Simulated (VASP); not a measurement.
Here is a VASP 6.6.1 calculation.

The input INCAR:

```
ALGO     = Normal         # electronic algorithm
EDIFF    = 1E-6           # SCF threshold, eV
ENCUT    = 520            # plane-wave cutoff, eV
GGA      = PE             # functional
ISIF     = 2              # what is computed and relaxed
ISMEAR   = -1             # smearing method
LASPH    = True           # aspherical terms in the spheres
LCHARG   = False          # write CHGCAR
LREAL    = False          # projectors in reciprocal space
LWAVE    = False          # write WAVECAR
NBANDS   = 8              # bands
NELM     = 80             # most SCF steps
PREC     = Accurate       # precision mode
SIGMA    = 0.05           # smearing width, eV
```

Contents of KPOINTS:

```
k-points
0
Gamma
  15 15 14
```

The input POSCAR:

```
As
1.0
    2.6516256966      0.0000000000      0.0000000000
   -1.3258128483      2.2963752146      0.0000000000
    0.0000000000      0.0000000000      2.4705235362
As
1
Direct
    0.0000000000      0.0000000000      0.0000000000
```

Potentials or basis: VASP PAW PBE potentials, release 64 (As).

Run with:

```bash
$ cat potpaw_PBE.64/As/POTCAR > POTCAR
$ mpirun -np 1 vasp_std > vasp.out
```

Question: Estimate the pressure.

Answer: 42.7 GPa.

Stress tensor (GPa, compression positive):
```
42.61  0.00  0.00
 0.00 42.61  0.00
 0.00  0.00 42.80
```
